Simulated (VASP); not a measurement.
# CdS in VASP: a series of runs

Aim: see how the results for CdS move with the level of theory and the settings. Levels: PBE, r2SCAN. Tasks: single point.

Everything below comes from runs of VASP 6.6.1. Logs are shortened: lines on timing, memory, paths and dates and some standing lists are left out, and cuts for length are marked.

### 1 The cell of the first run

Symmetry: I-4m2, No. 119, tetragonal system. The conventional cell has a = 4.157 Å, b = 4.157 Å, c = 5.967 Å, α = 90.00°, β = 90.00°, γ = 90.00°. Cd (site symmetry -4m2) has 4 S at 2.56 Å within 3.4 Å. Within 3.4 Å of S (site symmetry -4m2) lie 4 Cd at 2.56 Å.

### 2 Single point, PBE (uniaxial x strain +1.5%)

File INCAR:

```
SYSTEM = CdS
PREC     = Accurate       ! precision mode
ENCUT    = 520            ! plane-wave cutoff, eV
EDIFF    = 1E-7           ! SCF threshold, eV
ISMEAR   = 0              ! smearing method
SIGMA    = 0.01           ! smearing width, eV
LREAL    = .FALSE.        ! projectors in reciprocal space
LASPH    = .TRUE.         ! aspherical terms in the spheres
NELM     = 60             ! most SCF steps
ALGO     = Normal         ! electronic algorithm
ISIF     = 2              ! what is computed and relaxed
LWAVE    = .FALSE.        ! write WAVECAR
LCHARG   = .FALSE.        ! write CHGCAR
GGA      = PE             ! functional
NBANDS   = 16             ! bands
```

File KPOINTS:

```
regular mesh
0
G
  4 4 4
  0 0 0
```

File POSCAR:

```
CdS
1.0
    0.0000000000      2.9392148365      2.9392148365
    2.9833030590      0.0000000000      2.9392148365
    2.9833030590      2.9392148365      0.0000000000
Cd S
1 1
Direct
    0.0000000000      0.0000000000      0.0000000000
    0.2500000000      0.2500000000      0.2500000000
```

Potentials or basis: VASP PAW PBE potentials, release 64 (Cd, S).

Started as:

```
$ cat potpaw_PBE.64/Cd/POTCAR potpaw_PBE.64/S/POTCAR > POTCAR
$ mpirun -np 1 vasp_std > vasp.out
```

OUTCAR:

```text
SYSTEM = CdS
   PREC = Accurate
   ENCUT = 520
   EDIFF = 1E-7
   ISMEAR = 0
   LREAL = .FALSE.
   LASPH = .TRUE.
   NELM = 60
   ISIF = 2
   GGA = PE

 ion  position               nearest neighbor table
   1  0.000  0.000  0.000-   2 2.56   2 2.56   2 2.56   2 2.56
   2  0.250  0.250  0.250-   1 2.56   1 2.56   1 2.56   1 2.56

  LATTYP: Found a body centered tetragonal cell.
 ALAT       =     4.1566774845
 C/A-ratio  =     1.4354267658

  Lattice vectors:

 A1 = (   2.9833030590,   0.0000000000,   2.9392148365)
 A2 = (   2.9833030590,   0.0000000000,  -2.9392148365)
 A3 = (  -2.9833030590,   2.9392148365,   0.0000000000)

Analysis of symmetry for initial positions (statically):
=====================================================================
 Subroutine PRICEL returns:
 Original cell was already a primitive cell.

 Routine SETGRP: Setting up the symmetry group for a
 body centered tetragonal supercell.

 Subroutine GETGRP returns: Found  8 space group operations
 (whereof  8 operations were pure point group operations)
 out of a pool of 16 trial point group operations.

The static configuration has the point symmetry D_2d.

Analysis of symmetry for dynamics (positions and initial velocities):
=====================================================================
 Subroutine PRICEL returns:
 Original cell was already a primitive cell.

 Routine SETGRP: Setting up the symmetry group for a
 body centered tetragonal supercell.

 Subroutine GETGRP returns: Found  8 space group operations
 (whereof  8 operations were pure point group operations)
 out of a pool of 16 trial point group operations.

The dynamic configuration has the point symmetry D_2d.

 Subroutine INISYM returns: Found  8 space group operations
 (whereof  8 operations are pure point group operations),
 and found     1 'primitive' translations

----------------------------------------------------------------------------------------

                                     Primitive cell

  volume of cell :      51.5454

  direct lattice vectors                    reciprocal lattice vectors
     0.000000000  2.939214837  2.939214837    -0.167599466  0.170113458  0.170113458
     2.983303059  0.000000000  2.939214837     0.167599466 -0.170113458  0.170113458
     2.983303059  2.939214837  0.000000000     0.167599466  0.170113458 -0.170113458

  length of vectors
     4.156677485  4.187968600  4.187968600     0.293200884  0.293200884  0.293200884

  position of ions in fractional coordinates (direct lattice)
     0.000000000  0.000000000  0.000000000
     0.250000000  0.250000000  0.250000000

  ion indices of the primitive-cell ions
   primitive index   ion index
                 1           1
                 2           2

----------------------------------------------------------------------------------------

 KPOINTS: regular mesh

Automatic generation of k-mesh.
 Grid dimensions read from file:
 generate k-points for:    4    4    4

 Generating k-lattice:

  Cartesian coordinates                     Fractional coordinates (reciprocal lattice)
    -0.041899867  0.042528365  0.042528365     0.250000000  0.000000000  0.000000000
     0.041899867 -0.042528365  0.042528365     0.000000000  0.250000000  0.000000000
     0.041899867  0.042528365 -0.042528365     0.000000000  0.000000000  0.250000000

  Length of vectors
     0.073300221  0.073300221  0.073300221

  Shift w.r.t. Gamma in fractional coordinates (k-lattice)
     0.000000000  0.000000000  0.000000000

 Subroutine IBZKPT returns following result:
 ===========================================

 Found     13 irreducible k-points:

 Following reciprocal coordinates:
            Coordinates               Weight
  0.000000  0.000000  0.000000      1.000000
  0.250000  0.000000  0.000000      8.000000
  0.500000  0.000000  0.000000      4.000000
  0.250000  0.250000  0.000000      4.000000
  0.500000  0.250000  0.000000     16.000000
 -0.250000  0.250000 -0.000000      8.000000
  0.500000  0.500000  0.000000      2.000000
  0.000000  0.250000  0.250000      2.000000
  0.500000  0.250000  0.250000      4.000000
 -0.250000  0.250000  0.250000      8.000000
 -0.250000  0.500000  0.250000      4.000000
  0.500000 -0.250000  0.250000      2.000000
  0.000000  0.500000  0.500000      1.000000
   k-points           NKPTS =     13   k-points in BZ     NKDIM =     13   number of bands    NBANDS=     16
   number of dos      NEDOS =    301   number of ions     NIONS =      2
   total plane-waves  NPLWV =  32768
   dimension x,y,z NGX =    32 NGY =   32 NGZ =   32
   dimension x,y,z NGXF=    64 NGYF=   64 NGZF=   64
   ions per type =               1   1
   NGX,Y,Z   is equivalent  to a cutoff of  12.80, 12.70, 12.70 a.u.
   NGXF,Y,Z  is equivalent  to a cutoff of  25.60, 25.41, 25.41 a.u.
 SYSTEM =  CdS
   PREC   = accura    normal or accurate (medium, high low for compatibility)
   ISTART =      0    job   : 0-new  1-cont  2-samecut
   ICHARG =      2    charge: 1-file 2-atom 10-const
   ISPIN  =      1    spin polarized calculation?
   LNONCOLLINEAR =      F non collinear calculations
   LSORBIT =      F    spin-orbit coupling
   LASPH  =      T    aspherical Exc in radial PAW
   ENCUT  =  520.0 eV  38.22 Ry    6.18 a.u.   7.73  7.79  7.79*2*pi/ulx,y,z
   NELM   =     60;   NELMIN=  2; NELMDL= -5     # of ELM steps
   EDIFF  = 0.1E-06   stopping-criterion for ELM
   LREAL  =      F    real-space projection
   EDIFFG = 0.1E-05   stopping-criterion for IOM
   NSW    =      0    number of steps for IOM
   IBRION =     -1    ionic relax: 0-MD 1-quasi-New 2-CG
   NFREE  =      0    steps in history (QN), initial steepest desc. (CG)
   ISIF   =      2    stress and relaxation
   ISYM   =      2    0-nonsym 1-usesym 2-fastsym
   POTIM  = 0.5000    time-step for ionic-motion
   TEBEG  =    0.0;   TEEND  =   0.0 temperature during run
   PSTRESS=    0.0 pullay stress
   NELECT =      18.0000    total number of electrons
   NUPDOWN=      -1.0000    fix difference up-down
   EMIN   =  10.00;   EMAX   =-10.00  energy-range for DOS
   EFERMI =   0.00;   METHOD = LEGACY
   ISMEAR =     0;   SIGMA  =   0.01  broadening in eV -4-tet -1-fermi 0-gaus
   EFERMI_NEDOS =   21; number of points for ismear=-14 and -15
   IALGO  =     38    algorithm
   IMIX   =      4    mixing-type and parameters
     AMIX     =   0.40;   BMIX     =  1.00
     AMIX_MAG =   1.60;   BMIX_MAG =  1.00
  volume/ion in A,a.u.               =      25.77       173.92
  Fermi-wavevector in a.u.,A,eV,Ry     =   1.152840  2.178551 18.082684  1.329040
  Thomas-Fermi vector in A             =   2.289488
   LORBIT       =      0    0 simple, 1 ext, 2 COOP (PROOUT), +10 PAW based schemes
   GGA     = PE    functional components
   LHFCALC =     F    Hartree Fock is set to
   AEXX    =    0.0000 exact exchange contribution
   IVDW    =     0    specifies the selected vdW correction
   LEPSILON=     F    determine dielectric tensor
   LRPA    =     F    only Hartree local field effects (RPA)
 non-spin polarized calculation
 Gauss-broadening in eV      SIGMA  =   0.01
  energy-cutoff  :      520.00
  volume of cell :       51.55
 maximum number of plane-waves:      1398
 NGX is ok and might be reduce to    32
   NGX = 15   NGY = 15   NGZ = 15

 number of electron      18.0000002 magnetization

 Free energy of the ion-electron system (eV)
  ---------------------------------------------------
  ext. energy  EPLUGINS =         0.00000000
  ---------------------------------------------------
  free energy    TOTEN  =        -6.11336329 eV

  energy without entropy =       -6.11336329  energy(sigma->0) =       -6.11336329

 E-fermi :   1.0749     XC(G=0):  -8.9633

 val. band max:        1.0321773465   @ k =   0.0000   0.0000   0.0000
 cond. band min:       2.0703204147   @ k =   0.0000   0.0000   0.0000
 fundamental gap:      1.0381430682
 Fermi energy:         1.0748565194

 k-point     1 :       0.0000    0.0000    0.0000
  band No.  band energies     occupation
      1     -11.1223      2.00000
      2      -6.6078      2.00000
      3      -6.5989      2.00000
      4      -6.5989      2.00000
      5      -6.1775      2.00000
      6      -6.1729      2.00000
[... 8 lines left out ...]
     15      12.3437      0.00000
     16      12.5272      0.00000

 k-point     2 :       0.2500    0.0000    0.0000
  band No.  band energies     occupation
      1     -10.9264      2.00000
      2      -6.5413      2.00000
      3      -6.5343      2.00000
      4      -6.3677      2.00000
      5      -6.1710      2.00000
      6      -6.1710      2.00000
[... 8 lines left out ...]
     15      11.6433      0.00000
     16      12.2550      0.00000

 k-point     3 :       0.5000    0.0000    0.0000
  band No.  band energies     occupation
      1     -10.7310      2.00000
      2      -6.4983      2.00000
      3      -6.4891      2.00000
      4      -6.1443      2.00000
      5      -6.1384      2.00000
      6      -5.8258      2.00000
[... 8 lines left out ...]
     15      13.4296      0.00000
     16      13.5083      0.00000

 k-point     4 :       0.2500    0.2500    0.0000
  band No.  band energies     occupation
      1     -10.8612      2.00000
      2      -6.4649      2.00000
      3      -6.4547      2.00000
      4      -6.4321      2.00000
      5      -6.1827      2.00000
      6      -6.1364      2.00000
[... 8 lines left out ...]
     15      12.7735      0.00000
     16      15.4678      0.00000

 k-point     5 :       0.5000    0.2500    0.0000
  band No.  band energies     occupation
      1     -10.6705      2.00000
      2      -6.4430      2.00000
      3      -6.3899      2.00000
      4      -6.2544      2.00000
      5      -6.1271      2.00000
      6      -5.7864      2.00000
[... 8 lines left out ...]
     15      13.5805      0.00000
     16      14.4887      0.00000

 k-point     6 :      -0.2500    0.2500   -0.0000
  band No.  band energies     occupation
      1     -10.7346      2.00000
      2      -6.4647      2.00000
      3      -6.4528      2.00000
      4      -6.1931      2.00000
      5      -6.1828      2.00000
      6      -5.9365      2.00000
[... 8 lines left out ...]
     15      13.0922      0.00000
     16      14.2266      0.00000

 k-point     7 :       0.5000    0.5000    0.0000
  band No.  band energies     occupation
      1     -10.6078      2.00000
      2      -6.4042      2.00000
      3      -6.2985      2.00000
      4      -6.2827      2.00000
      5      -6.0969      2.00000
      6      -5.7539      2.00000
[... 8 lines left out ...]
     15      13.3276      0.00000
     16      14.3171      0.00000

 k-point     8 :       0.0000    0.2500    0.2500
  band No.  band energies     occupation
      1     -10.8662      2.00000
      2      -6.4562      2.00000
      3      -6.4562      2.00000
      4      -6.4340      2.00000
      5      -6.1942      2.00000
      6      -6.1363      2.00000
[... 8 lines left out ...]
     15      12.8980      0.00000
     16      15.5188      0.00000

 k-point     9 :       0.5000    0.2500    0.2500
  band No.  band energies     occupation
      1     -10.7338      2.00000
      2      -6.4681      2.00000
      3      -6.4506      2.00000
      4      -6.1947      2.00000
      5      -6.1859      2.00000
      6      -5.9257      2.00000
[... 8 lines left out ...]
     15      13.2618      0.00000
     16      14.2712      0.00000

 k-point    10 :      -0.2500    0.2500    0.2500
  band No.  band energies     occupation
      1     -10.6745      2.00000
      2      -6.4453      2.00000
      3      -6.3865      2.00000
      4      -6.2470      2.00000
      5      -6.1303      2.00000
      6      -5.8007      2.00000
[... 8 lines left out ...]
     15      13.5940      0.00000
     16      14.4237      0.00000

 k-point    11 :      -0.2500    0.5000    0.2500
  band No.  band energies     occupation
      1     -10.6129      2.00000
      2      -6.3915      2.00000
      3      -6.3744      2.00000
      4      -6.2103      2.00000
      5      -6.1654      2.00000
      6      -5.6048      2.00000
[... 8 lines left out ...]
     15      14.0902      0.00000
     16      14.1558      0.00000

 k-point    12 :       0.5000   -0.2500    0.2500
  band No.  band energies     occupation
      1     -10.6092      2.00000
      2      -6.3852      2.00000
      3      -6.3845      2.00000
      4      -6.2091      2.00000
      5      -6.1675      2.00000
      6      -5.5963      2.00000
[... 8 lines left out ...]
     15      14.0799      0.00000
     16      14.3182      0.00000

 k-point    13 :       0.0000    0.5000    0.5000
  band No.  band energies     occupation
      1     -10.6148      2.00000
      2      -6.3961      2.00000
      3      -6.2896      2.00000
      4      -6.2896      2.00000
      5      -6.0995      2.00000
      6      -5.7823      2.00000
[... 8 lines left out ...]
     15      13.3968      0.00000
     16      14.4349      0.00000

------------------------ aborting loop because EDIFF is reached ----------------------------------------

  FORCE on cell =-STRESS in cart. coord.  units (eV):
  Direction    XX          YY          ZZ          XY          YZ          ZX
  --------------------------------------------------------------------------------------
  -------------------------------------------------------------------------------------
  Total        0.2468613      0.3415467      0.3415467      0.0000000      0.0000000      0.0000000
  in kB        7.6731486     10.6162373     10.6162373      0.0000000      0.0000000      0.0000000
  external PRESSURE =       9.6352078 kB  Pullay stress =       0.0000000 kB

 VOLUME and BASIS-vectors are now :
 -----------------------------------------------------------------------------
  energy-cutoff  :      520.00
  volume of cell :       51.55
      direct lattice vectors                 reciprocal lattice vectors
     0.000000000  2.939214837  2.939214837    -0.167599466  0.170113458  0.170113458
     2.983303059  0.000000000  2.939214837     0.167599466 -0.170113458  0.170113458
     2.983303059  2.939214837  0.000000000     0.167599466  0.170113458 -0.170113458

 POSITION                                       TOTAL-FORCE (eV/Angst)
 -----------------------------------------------------------------------------------
      0.00000      0.00000      0.00000         0.000000      0.000000      0.000000
      1.49165      1.46961      1.46961        -0.000000     -0.000000     -0.000000
 -----------------------------------------------------------------------------------
    total drift:                               -0.000001     -0.000000     -0.000000

  FREE ENERGIE OF THE ION-ELECTRON SYSTEM (eV)
  ---------------------------------------------------
  free  energy   TOTEN  =        -6.1133632915 eV

  energy  without entropy=       -6.1133632915  energy(sigma->0) =       -6.11336329
```

Run time: 23 s. Hardware: 1 thread of Intel Xeon 6975P-C, shared host; peak memory 0.17 GiB.

What came out:

* Free energy: -6.1134 eV
* Pressure: 1.0 GPa
* Band gap on the k mesh: 1.04 eV, direct

Stress tensor (GPa, compression positive):
```
0.77 0.00 0.00
0.00 1.06 0.00
0.00 0.00 1.06
```

Levels at points of the mesh, in eV from the valence-band top:
```csv
k point,band 6,band 7,band 8,band 9,band 10,band 11,band 12,band 13
"(0.00, 0.00, 0.00)",-7.21,-0.04,0.00,0.00,1.04,6.52,6.52,6.52
"(0.50, 0.00, 0.00)",-6.86,-4.20,-0.74,-0.68,2.93,6.92,7.03,7.34
"(0.50, 0.50, 0.00)",-6.79,-3.78,-1.80,-1.77,3.57,4.23,9.10,10.43
"(0.00, 0.50, 0.50)",-6.81,-3.87,-1.73,-1.73,3.62,4.35,8.96,10.55
```

Caveat: the k points lie up to 0.46 Å⁻¹ apart; the cell differs from its parent crystal (uniaxial x strain +1.5%).

### 3 Single point, PBE (strain -1.5%)

File INCAR:

```
PREC = Accurate
ENCUT = 520
EDIFF = 1E-6
ISMEAR = -1
SIGMA = 0.02
LREAL = F
LASPH = T
NELM = 60
ALGO = Normal
ISIF = 2
LWAVE = F
LCHARG = F
GGA = PE
NBANDS = 16
```

File KPOINTS:

```
regular mesh
0
Gamma
  8 8 8
```

File POSCAR:

```
CdS
1.0
    0.0000000000      2.8951266139      2.8951266139
    2.8951266139      0.0000000000      2.8951266139
    2.8951266139      2.8951266139      0.0000000000
Cd S
1 1
Direct
    0.0000000000      0.0000000000      0.0000000000
    0.2500000000      0.2500000000      0.2500000000
```

Potentials or basis: VASP PAW PBE potentials, release 64 (Cd, S).

Started as:

```
$ cat potpaw_PBE.64/Cd/POTCAR potpaw_PBE.64/S/POTCAR > POTCAR
$ mpirun -np 1 vasp_std > vasp.out
```

It took 40 s on 1 thread of Intel Xeon 6975P-C, shared host; peak memory 0.17 GiB.

It converged, with:

```yaml
Free_energy: -6.0942 eV
Pressure: 4.8 GPa
Band_gap_on_the_k_mesh: 1.20 eV, direct
```

Levels at points of the mesh, in eV from the valence-band top:
```
           k point  band 5  band 6  band 7  band 8  band 9  band 10  band 11  band 12  band 13  band 14
(0.00, 0.00, 0.00)   -7.30   -7.30    0.00    0.00    0.00     1.20     6.54     6.54     6.54    11.51
(0.50, 0.00, 0.00)   -7.26   -6.90   -4.54   -0.78   -0.78     3.05     7.01     7.01     7.54    11.16
(0.50, 0.50, 0.00)   -7.21   -6.84   -4.05   -1.96   -1.96     3.51     4.38     9.33    10.91    10.91
```

Caveat: the cell differs from its parent crystal (strain -1.5%).

(Continued in part 2 of 2.)
